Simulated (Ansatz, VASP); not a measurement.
# ZnS in VASP and in Ansatz

```
CELL_PARAMETERS angstrom
3.53785 0.00000 0.00000
-1.76893 3.06387 0.00000
0.00000 0.00000 6.05312
ATOMIC_POSITIONS crystal
Zn 0.33333 0.66667 0.00522
Zn 0.66667 0.33333 0.50522
S 0.33333 0.66667 0.37978
S 0.66667 0.33333 0.87978
```

Change from the starting cell: strain -0.080 along x and y, -0.040 along z, atoms carried along.

Alike in both runs: task single point; functional PBE; k mesh 12 × 12 × 4; occupations gaussian, width 0.05 eV; no spin polarisation.

|  | VASP | Ansatz |
| --- | --- | --- |
| version | VASP 6.6.1 | Ansatz 0.2.0 |
| potentials or method | VASP PAW PBE potentials, release 64 (Zn, S), cutoff 520 eV | scalar-relativistic, plane waves, PAW |
| valence electrons in the cell | 36 | 36 |

VASP gave:

```
gap on the k mesh at the Fermi level (eV)                     : 2.85
least direct gap on the mesh (eV)                             : 2.85
pressure (GPa)                                                : 23.3
traceless stress, the component that is largest in VASP (GPa) : -6.94
rms of the force components (eV/Å)                            : 0.394
```

Which values does Ansatz return?

gap on the k mesh at the Fermi level (eV): 2.83; least direct gap on the mesh (eV): 2.83; pressure (GPa): 23.0; traceless stress, the component that is largest in VASP (GPa): -6.93; rms of the force components (eV/Å): 0.392.

Atom by atom the forces differ by 0.002 eV/Å (rms over components).
